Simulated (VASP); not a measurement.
# Ag2I (Fm-3m) in VASP: a series of runs

Runs on Ag2I. Level: PBE. Tasks: single point, relaxation of cell and atoms.

Everything below comes from runs of VASP 6.6.1. Logs are shortened: lines on timing, memory, paths and dates and some standing lists are left out, and cuts for length are marked.

### 1 The cell of the first run

Symmetry: Fm-3m, No. 225, cubic system. Conventional cell: a = 7.052 Å, b = 7.052 Å, c = 7.052 Å, α = 90.00°, β = 90.00°, γ = 90.00°. Within 4.0 Å of Ag (site symmetry -43m) lie 4 I at 3.05 Å and 6 Ag at 3.53 Å. Within 4.0 Å of I (site symmetry m-3m) lie 8 Ag at 3.05 Å.

### 2 Single point, PBE

The input, INCAR:

```
PREC = Accurate
ENCUT = 520
EDIFF = 1E-6
ISMEAR = 0
SIGMA = 0.1
LREAL = False
LASPH = True
NELM = 80
ALGO = Normal
ISIF = 2
LWAVE = False
LCHARG = False
GGA = PE
NBANDS = 22
```

The input, KPOINTS:

```
regular mesh
0
Gamma
  12 12 12
```

The input, POSCAR:

```
Ag2I
1.0
    0.0000000000      3.5260706506      3.5260706506
    3.5260706506      0.0000000000      3.5260706506
    3.5260706506      3.5260706506      0.0000000000
Ag I
2 1
Direct
    0.2500000000      0.2500000000      0.2500000000
    0.7500000000      0.7500000000      0.7500000000
    0.0000000000      0.0000000000      0.0000000000
```

Potentials or basis: VASP PAW PBE potentials, release 64 (Ag, I).

Started as:

```bash
cat potpaw_PBE.64/Ag/POTCAR potpaw_PBE.64/I/POTCAR > POTCAR
mpirun -np 1 vasp_std > vasp.out
```

OUTCAR:

```text
PREC = Accurate
   ENCUT = 520
   EDIFF = 1E-6
   ISMEAR = 0
   LREAL = False
   LASPH = True
   NELM = 80
   ISIF = 2
   GGA = PE

 ion  position               nearest neighbor table
   1  0.250  0.250  0.250-   3 3.05   3 3.05   3 3.05   3 3.05   2 3.53   2 3.53   2 3.53   2 3.53
                             2 3.53   2 3.53
   2  0.750  0.750  0.750-   3 3.05   3 3.05   3 3.05   3 3.05   1 3.53   1 3.53   1 3.53   1 3.53
                             1 3.53   1 3.53
   3  0.000  0.000  0.000-   1 3.05   2 3.05   2 3.05   2 3.05   2 3.05   1 3.05   1 3.05   1 3.05

  LATTYP: Found a face centered cubic cell.
 ALAT       =     7.0521413012

  Lattice vectors:

 A1 = (   0.0000000000,   3.5260706506,   3.5260706506)
 A2 = (   3.5260706506,   0.0000000000,   3.5260706506)
 A3 = (   3.5260706506,   3.5260706506,   0.0000000000)

Analysis of symmetry for initial positions (statically):
=====================================================================
 Subroutine PRICEL returns:
 Original cell was already a primitive cell.

 Routine SETGRP: Setting up the symmetry group for a
 face centered cubic supercell.

 Subroutine GETGRP returns: Found 48 space group operations
 (whereof 48 operations were pure point group operations)
 out of a pool of 48 trial point group operations.

The static configuration has the point symmetry O_h .

Analysis of symmetry for dynamics (positions and initial velocities):
=====================================================================
 Subroutine PRICEL returns:
 Original cell was already a primitive cell.

 Routine SETGRP: Setting up the symmetry group for a
 face centered cubic supercell.

 Subroutine GETGRP returns: Found 48 space group operations
 (whereof 48 operations were pure point group operations)
 out of a pool of 48 trial point group operations.

The dynamic configuration has the point symmetry O_h .

 Subroutine INISYM returns: Found 48 space group operations
 (whereof 48 operations are pure point group operations),
 and found     1 'primitive' translations

----------------------------------------------------------------------------------------

                                     Primitive cell

  volume of cell :      87.6805

  direct lattice vectors                    reciprocal lattice vectors
     0.000000000  3.526070651  3.526070651    -0.141800902  0.141800902  0.141800902
     3.526070651  0.000000000  3.526070651     0.141800902 -0.141800902  0.141800902
     3.526070651  3.526070651  0.000000000     0.141800902  0.141800902 -0.141800902
[... 81 lines left out ...]
   LNONCOLLINEAR =      F non collinear calculations
   LSORBIT =      F    spin-orbit coupling
   LASPH  =      T    aspherical Exc in radial PAW
   ENCUT  =  520.0 eV  38.22 Ry    6.18 a.u.   9.27  9.27  9.27*2*pi/ulx,y,z
   NELM   =     80;   NELMIN=  2; NELMDL= -5     # of ELM steps
   EDIFF  = 0.1E-05   stopping-criterion for ELM
   LREAL  =      F    real-space projection
   EDIFFG = 0.1E-04   stopping-criterion for IOM
   NSW    =      0    number of steps for IOM
   IBRION =     -1    ionic relax: 0-MD 1-quasi-New 2-CG
   NFREE  =      0    steps in history (QN), initial steepest desc. (CG)
   ISIF   =      2    stress and relaxation
   ISYM   =      2    0-nonsym 1-usesym 2-fastsym
   POTIM  = 0.5000    time-step for ionic-motion
   TEBEG  =    0.0;   TEEND  =   0.0 temperature during run
   PSTRESS=    0.0 pullay stress
   NELECT =      29.0000    total number of electrons
   NUPDOWN=      -1.0000    fix difference up-down
   EMIN   =  10.00;   EMAX   =-10.00  energy-range for DOS
   EFERMI =   0.00;   METHOD = LEGACY
   ISMEAR =     0;   SIGMA  =   0.10  broadening in eV -4-tet -1-fermi 0-gaus
   EFERMI_NEDOS =   21; number of points for ismear=-14 and -15
   IALGO  =     38    algorithm
   IMIX   =      4    mixing-type and parameters
     AMIX     =   0.40;   BMIX     =  1.00
     AMIX_MAG =   1.60;   BMIX_MAG =  1.00
  volume/ion in A,a.u.               =      29.23       197.23
  Fermi-wavevector in a.u.,A,eV,Ry     =   1.132157  2.139466 17.439655  1.281778
  Thomas-Fermi vector in A             =   2.268857
   LORBIT       =      0    0 simple, 1 ext, 2 COOP (PROOUT), +10 PAW based schemes
   GGA     = PE    functional components
   LHFCALC =     F    Hartree Fock is set to
   AEXX    =    0.0000 exact exchange contribution
   IVDW    =     0    specifies the selected vdW correction
   LEPSILON=     F    determine dielectric tensor
   LRPA    =     F    only Hartree local field effects (RPA)
 non-spin polarized calculation
 Gauss-broadening in eV      SIGMA  =   0.10
  energy-cutoff  :      520.00
  volume of cell :       87.68
 maximum number of plane-waves:      2397
 NGX is ok and might be reduce to    40
   NGX = 19   NGY = 19   NGZ = 19

 number of electron      29.0000005 magnetization

 Free energy of the ion-electron system (eV)
  ---------------------------------------------------
  ext. energy  EPLUGINS =         0.00000000
  ---------------------------------------------------
  free energy    TOTEN  =        -5.90598362 eV

  energy without entropy =       -5.89508979  energy(sigma->0) =       -5.90053671

 E-fermi :   5.6093     XC(G=0):  -9.2988

 val. band max:        5.5833938829   @ k =   0.5000   0.5000   0.0000
 cond. band min:       5.6140895262   @ k =  -0.4167   0.2500   0.0833
 fundamental gap:      0.0306956432
 Fermi energy:         5.6092898055

 k-point     1 :       0.0000    0.0000    0.0000
  band No.  band energies     occupation
      1      -9.0904      2.00000
      2      -0.5382      2.00000
      3      -0.5382      2.00000
      4      -0.5382      2.00000
      5       0.4163      2.00000
      6       0.4163      2.00000
[... 589 lines left out ...]
     21      11.8418      0.00000
     22      13.5996      0.00000

 [... further k-points ...]
[... 5 lines left out ...]
  --------------------------------------------------------------------------------------
  -------------------------------------------------------------------------------------
  Total       -0.0153459     -0.0153459     -0.0153459      0.0000000      0.0000000     -0.0000000
  in kB       -0.2804145     -0.2804145     -0.2804145      0.0000000      0.0000000     -0.0000000
  external PRESSURE =      -0.2804145 kB  Pullay stress =       0.0000000 kB

 VOLUME and BASIS-vectors are now :
 -----------------------------------------------------------------------------
  energy-cutoff  :      520.00
  volume of cell :       87.68
      direct lattice vectors                 reciprocal lattice vectors
     0.000000000  3.526070651  3.526070651    -0.141800902  0.141800902  0.141800902
     3.526070651  0.000000000  3.526070651     0.141800902 -0.141800902  0.141800902
     3.526070651  3.526070651  0.000000000     0.141800902  0.141800902 -0.141800902

 POSITION                                       TOTAL-FORCE (eV/Angst)
 -----------------------------------------------------------------------------------
      1.76304      1.76304      1.76304        -0.000000     -0.000000     -0.000000
      5.28911      5.28911      5.28911         0.000000      0.000000      0.000000
      0.00000      0.00000      0.00000        -0.000000     -0.000000     -0.000000
 -----------------------------------------------------------------------------------
    total drift:                               -0.000000     -0.000000      0.000000

  FREE ENERGIE OF THE ION-ELECTRON SYSTEM (eV)
  ---------------------------------------------------
  free  energy   TOTEN  =        -5.9059836161 eV

  energy  without entropy=       -5.8950897941  energy(sigma->0) =       -5.90053671
```

stdout:

```text
POSCAR found type information on POSCAR AgI
 POSCAR found :  2 types and       3 ions
 scaLAPACK will be used
 LDA part: xc-table for (Slater+PW92), standard interpolation
 POSCAR, INCAR and KPOINTS ok, starting setup
 FFT: planning ... GRIDC
 FFT: planning ... GRID_SOFT
 FFT: planning ... GRID
 WAVECAR not read
 entering main loop
```

Wall time 3.6 min (1 thread of Oxide Virtual Turin-like, shared host); peak memory 0.28 GiB.

Results:

```
Free energy : -5.9060 eV
Pressure    : 0.0 GPa
```

Levels at points of the mesh, in eV from the Fermi level:
| k point | band 11 | band 12 | band 13 | band 14 | band 15 | band 16 | band 17 | band 18 | band 19 | band 20 |
| --- | --- | --- | --- | --- | --- | --- | --- | --- | --- | --- |
| (0.00, 0.00, 0.00) | -4.10 | -2.55 | -2.28 | -2.28 | -2.28 | 2.15 | 2.15 | 2.15 | 3.27 | 6.85 |
| (0.50, 0.00, 0.00) | -4.65 | -4.48 | -2.68 | -2.68 | -1.29 | 2.77 | 3.01 | 3.01 | 4.67 | 6.99 |
| (0.50, 0.50, 0.00) | -4.12 | -3.85 | -3.77 | -3.77 | -0.03 | 0.63 | 2.93 | 5.37 | 5.37 | 7.13 |

Caveat: spin-orbit coupling is left out, which moves the levels of the heavy elements; an odd number of electrons without spin polarisation forces a metal; a magnetic or distorted state may lie lower.

### 3 Relaxation of cell and atoms, PBE

This run uses another cell than the first one, of 26.63 Å³/atom, 0.911 times its volume.

The input, INCAR:

```
SYSTEM = Ag2I
ALGO = Normal ; EDIFF = 1E-7
EDIFFG = -0.01 ; ENCUT = 600
GGA = PE ; IBRION = 2
ISIF = 3 ; ISMEAR = 0
LASPH = .True. ; LCHARG = .False.
LREAL = .False. ; LWAVE = .False.
NELM = 80 ; NSW = 100
PREC = Accurate ; SIGMA = 0.1
```

The input, KPOINTS:

```
k-points
0
Gamma
  12 12 12
  0 0 0
```

The input, POSCAR:

```
Ag2I
1.0
    0.0000000000      3.4182260922      3.4182260922
    3.4182260922      0.0000000000      3.4182260922
    3.4182260922      3.4182260922      0.0000000000
Ag I
2 1
Direct
    0.2500000000      0.2500000000      0.2500000000
    0.7500000000      0.7500000000      0.7500000000
    0.0000000000      0.0000000000      0.0000000000
```

Potentials or basis: VASP PAW PBE potentials, release 64 (Ag, I).

Started as:

```bash
cat potpaw_PBE.64/Ag/POTCAR potpaw_PBE.64/I/POTCAR > POTCAR
mpirun -np 1 vasp_std > vasp.out
```

It took 8.3 min on 1 thread of Oxide Virtual Turin-like, shared host; peak memory 0.3 GiB.

It converged, with:

| Property | Result |
| --- | --- |
| Free energy | -5.9031 eV |
| Relaxed volume | 29.20 Å³/atom |
| Relaxed cell | a = 4.985 Å, b = 4.985 Å, c = 4.985 Å, α = 60.00°, β = 60.00°, γ = 60.00° |
| Space group after relaxing (to 0.05 Å) | Fm-3m (No. 225) |
| Energy gained by relaxing | 25.6 meV/atom |
| Ionic steps | 3 |
| Pressure after relaxing | 0.0 GPa |

Step by step:
```tsv
step	energy change (eV)	largest force (eV/Å)	pressure (GPa)	volume (Å³)
1	0.0000	0.0000	3.54	79.88
2	-0.0762	0.0000	0.24	86.87
3	-0.0767	0.0000	-0.01	87.59
```

Final structure:
```yaml
crystal:
  lattice:
    - [0.00000, 3.52490, 3.52490]
    - [3.52490, 0.00000, 3.52490]
    - [3.52490, 3.52490, 0.00000]
  atoms:
    - { symbol: Ag, position: [0.25000, 0.25000, 0.25000] }
    - { symbol: Ag, position: [0.75000, 0.75000, 0.75000] }
    - { symbol: I, position: [0.00000, 0.00000, 0.00000] }
```

Levels at points of the mesh, in eV from the Fermi level:
| k point | band 13 | band 14 | band 15 | band 16 | band 17 | band 18 |
| --- | --- | --- | --- | --- | --- | --- |
| (0.00, 0.00, 0.00) | -2.28 | -2.28 | -2.28 | 2.15 | 2.15 | 2.15 |
| (0.50, 0.00, 0.00) | -2.68 | -2.68 | -1.29 | 2.78 | 3.01 | 3.01 |
| (0.50, 0.50, 0.00) | -3.77 | -3.77 | -0.03 | 0.63 | 2.93 | 5.37 |

Caveat: spin-orbit coupling is left out, which moves the levels of the heavy elements; an odd number of electrons without spin polarisation forces a metal; a magnetic or distorted state may lie lower.
